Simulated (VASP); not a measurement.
Input of a VASP 6.6.1 run:

INCAR

```
PREC = Accurate
ENCUT = 520
EDIFF = 1E-6
ISMEAR = 0
SIGMA = 0.05
LREAL = F
LASPH = T
NELM = 60
ALGO = Normal
ISIF = 2
LWAVE = F
LCHARG = T
GGA = PE
LELF = T
LVHAR = T
NBANDS = 28
```

Contents of KPOINTS:

```
regular mesh
0
Gamma
  8 8 6
```

POSCAR

```
PbO
1.0
    4.0340160000      0.0000000000      0.0000000000
    0.0000000000      4.0340160000      0.0000000000
    0.0000000000      0.0000000000      5.1726600000
Pb O
2 2
Direct
    0.0000000000      0.5000000000      0.2351000000
    0.5000000000      0.0000000000      0.7649000000
    0.0000000000      0.0000000000      0.0000000000
    0.5000000000      0.5000000000      0.0000000000
```

Potentials or basis: VASP PAW PBE potentials, release 64 (Pb_d, O).

Command:

```console
$ cat potpaw_PBE.64/Pb_d/POTCAR potpaw_PBE.64/O/POTCAR > POTCAR
$ mpirun -np 1 vasp_std > vasp.out
```

What does it give for the band gap on the k mesh?

1.30 eV (least direct gap 2.11 eV).

What does it give for the pressure?

0.1 GPa.

What does it give for the largest force?

0.345 eV/Å.

Stress tensor (GPa, compression positive):
```
 0.38  0.00  0.00
 0.00  0.38  0.00
 0.00  0.00 -0.42
```

Caveat: the cell differs from its parent crystal (strain +0.015 along x and y, +0.030 along z); spin-orbit coupling is left out, which moves the levels of the heavy elements. A k mesh can miss the band edges.
